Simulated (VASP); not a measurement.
# MoS2 (P-3m1) in VASP: further runs, part 2 of 2

VASP 6.6.1. The steps go on from the part before.

### Step 4. Relaxation of cell and atoms, BLYP+D3(BJ)

INCAR reads:

```
AGGAC    = 1.0          
AGGAX    = 1.0          
ALDAC    = 0.0          
ALDAX    = 1.0          
ALGO     = Normal         # electronic algorithm
EDIFF    = 1E-6           # SCF threshold, eV
EDIFFG   = -0.01          # ionic threshold
ENCUT    = 600            # plane-wave cutoff, eV
GGA      = B5             # functional
IBRION   = 2              # ionic algorithm
ISIF     = 3              # what is computed and relaxed
ISMEAR   = -1             # smearing method
IVDW     = 12             # dispersion correction
LASPH    = True           # aspherical terms in the spheres
LCHARG   = False          # write CHGCAR
LREAL    = False          # projectors in reciprocal space
LWAVE    = False          # write WAVECAR
NELM     = 80             # most SCF steps
NSW      = 50             # ionic steps
PREC     = Accurate       # precision mode
SIGMA    = 0.15           # smearing width, eV
VDW_A1   = 0.4298       
VDW_A2   = 4.2359       
VDW_S6   = 1.0          
VDW_S8   = 2.6996
```

KPOINTS reads:

```
k-points
0
Gamma
  10 10 5
```

POSCAR reads:

```
MoS2
1.0
    3.2274650000      0.0000000000      0.0000000000
   -1.6137325000      2.7950666798      0.0000000000
    0.0000000000      0.0000000000      6.3124730000
Mo S
1 2
Direct
    0.0000000000      0.0000000000      0.5000000000
    0.3333333333      0.6666666667      0.2553200000
    0.6666666667      0.3333333333      0.7446800000
```

Potentials or basis: VASP PAW PBE potentials, release 64 (Mo_sv, S).

Command:

```bash
cat potpaw_PBE.64/Mo_sv/POTCAR potpaw_PBE.64/S/POTCAR > POTCAR
mpirun -np 1 vasp_std > vasp.out
```

OUTCAR:

```text
EDIFF = 1E-6
   EDIFFG = -0.01
   ENCUT = 600
   GGA = B5
   IBRION = 2
   ISIF = 3
   ISMEAR = -1
   IVDW = 12
   LASPH = True
   LREAL = False
   NELM = 80
   NSW = 50
   PREC = Accurate
 IVDW          = 12

 ion  position               nearest neighbor table
   1  0.000  0.000  0.500-   2 2.42   3 2.42   2 2.42   3 2.42   3 2.42   2 2.42
   2  0.333  0.667  0.255-   1 2.42   1 2.42   1 2.42
   3  0.667  0.333  0.745-   1 2.42   1 2.42   1 2.42

  LATTYP: Found a hexagonal cell.
 ALAT       =     3.2274650000
 C/A-ratio  =     1.9558610241

  Lattice vectors:

 A1 = (   3.2274650000,   0.0000000000,   0.0000000000)
 A2 = (  -1.6137325000,   2.7950666798,   0.0000000000)
 A3 = (   0.0000000000,   0.0000000000,   6.3124730000)

Analysis of symmetry for initial positions (statically):
=====================================================================
 Subroutine PRICEL returns:
 Original cell was already a primitive cell.

 Routine SETGRP: Setting up the symmetry group for a
 hexagonal supercell.

 Subroutine GETGRP returns: Found 12 space group operations
 (whereof 12 operations were pure point group operations)
 out of a pool of 24 trial point group operations.

The static configuration has the point symmetry D_3d.

Analysis of symmetry for dynamics (positions and initial velocities):
=====================================================================
 Subroutine PRICEL returns:
[... 276 lines left out ...]
  ---------------------------------------------------
  free  energy   TOTEN  =       -21.2165418959 eV

  energy  without entropy=      -21.1062587088  energy(sigma->0) =      -21.16140030

 E-fermi :   7.3404     XC(G=0):  -9.9654

 val. band max:        7.2915691800   @ k =  -0.2000   0.5000   0.2000
 cond. band min:       7.3482194704   @ k =   0.1000   0.0000   0.0000
 fundamental gap:      0.0566502904
 Fermi energy:         7.3403901526

 k-point     1 :       0.0000    0.0000    0.0000
  band No.  band energies     occupation
      1     -54.2348      2.00000
      2     -28.3806      2.00000
      3     -28.3452      2.00000
      4     -28.3452      2.00000
      5      -7.2996      2.00000
      6      -5.9291      2.00000
[... 459 lines left out ...]
      6      -5.1075      2.00000
[... 9 lines left out ...]
     16      10.7471      0.00000
     17      11.2859      0.00000

 [... further k-points ...]

[... ionic steps 4 to 17 ...]

--------------------------------------- Ionic step       18  -------------------------------------------

 number of electron      26.0000001 magnetization

------------------------ aborting loop because EDIFF is reached ----------------------------------------
[... 77 lines left out ...]
--------------------------------------- Ionic step       20  -------------------------------------------

 number of electron      26.0000001 magnetization

 Free energy of the ion-electron system (eV)
  ---------------------------------------------------
  ext. energy  EPLUGINS =         0.00000000
  ---------------------------------------------------
  free energy    TOTEN  =       -18.37603149 eV

  energy without entropy =      -18.26579757  energy(sigma->0) =      -18.32091453

 E-fermi :   8.7387     XC(G=0): -10.5954

 val. band max:        8.7374270701   @ k =   0.0000   0.0000   0.2000
 cond. band min:       8.7510151628   @ k =   0.0000   0.1000   0.4000
 fundamental gap:      0.0135880927
 Fermi energy:         8.7387055541

 k-point     1 :       0.0000    0.0000    0.0000
  band No.  band energies     occupation
      1     -52.8198      2.00000
      2     -26.9752      2.00000
      3     -26.9434      2.00000
      4     -26.9434      2.00000
      5      -6.2980      2.00000
      6      -4.2675      2.00000
[... 505 lines left out ...]
  FREE ENERGIE OF THE ION-ELECTRON SYSTEM (eV)
  ---------------------------------------------------
  free  energy   TOTEN  =       -21.3446979147 eV

  energy  without entropy=      -21.2344639927  energy(sigma->0) =      -21.28958095

 reached required accuracy - stopping structural energy minimisation
```

Wall time 23 min (1 thread of Intel Xeon 8259CL, shared host); peak memory 0.26 GiB.

What came out:

| Property | Result |
| --- | --- |
| Free energy | -21.3447 eV |
| Relaxed volume | 17.00 Å³/atom |
| Relaxed cell | a = 3.239 Å, b = 3.239 Å, c = 5.615 Å, α = 90.00°, β = 90.00°, γ = 120.00° |
| Space group after relaxing (to 0.1 Å) | P-3m1 (No. 164) |
| Energy gained by relaxing | 48.2 meV/atom |
| Ionic steps | 20 |
| Pressure after relaxing | 0.0 GPa |
| Largest force after relaxing | 0.008 eV/Å |
| Band gap on the k mesh | zero (bands 13 and 14 overlap by 1.09 eV) |
| Dispersion energy per atom | -0.990 eV |

Forces on the atoms (eV/Å):
```
Mo   0.000  0.000  0.000
S    0.000  0.000  0.008
S    0.000  0.000 -0.008
```

The path:
```tsv
step	energy change (eV)	largest force (eV/Å)	pressure (GPa)	volume (Å³)
1	0.0000	0.6552	0.64	56.94
2	-0.0150	0.0004	-3.41	57.57
3	-0.0165	0.1514	-2.49	57.42
4	-0.0363	0.1314	-2.12	56.55
5	-0.0806	0.0638	-0.74	54.00
6	-0.0653	0.1607	4.13	49.09
7	-0.0941	0.0545	0.94	52.21
8	-0.1209	0.0835	0.05	51.71
9	-0.1381	0.2786	-0.97	50.94
10	-0.1347	0.2540	2.92	49.81
11	-0.1427	0.0535	0.66	50.45
12	-0.1443	0.0526	-0.10	50.84
13	-0.1443	0.0532	-0.09	50.82
14	-0.1443	0.0531	-0.07	50.81
15	-0.1444	0.0064	0.27	50.80
16	-0.1444	0.0062	0.20	50.80
17	-0.1445	0.0006	0.11	50.89
18	-0.1446	0.0042	-0.03	51.00
19	-0.1447	0.0002	-0.04	51.00
20	-0.1447	0.0078	0.00	51.00
```

Final structure:
```
CELL_PARAMETERS angstrom
3.23851 0.00000 0.00000
-1.61926 2.80463 0.00000
0.00000 0.00000 5.61534
ATOMIC_POSITIONS crystal
Mo 0.00000 0.00000 0.50000
S 0.33333 0.66667 0.22338
S 0.66667 0.33333 0.77662
```

Caveat: the PAW data sets were made with another functional, which shifts forces and pressure a little.

### Step 5. Overview

| level | potentials or basis | gap on the mesh (eV) | pressure (GPa) | relaxed volume (Å³/atom) |
| --- | --- | --- | --- | --- |
| PBEsol+D3(BJ) | VASP PAW PBE potentials, release 64 (Mo_sv, S) | none | 0.0 | 15.86 |
| LDA | VASP PAW LDA potentials, release 64 (Mo_sv, S) | none | 0.0 | 16.54 |
| BLYP+D3(BJ) | VASP PAW PBE potentials, release 64 (Mo_sv, S) | none | 0.0 | 17.00 |

Alike in all rows: task relaxation of cell and atoms; no spin polarisation; cell relaxed; k mesh 10 × 10 × 5; cutoff (eV) 600; smearing fermi-dirac 0.15 eV.

Caveats: the PAW data sets were made with another functional, which shifts forces and pressure a little (at least some runs); the volume moved by over 15 % at a fixed basis, so the end points are rough (at least some runs).

Absolute energies hang on the potentials; compare differences alone.

The gap in the log of VASP goes by the Fermi energy; the results here count the filled bands.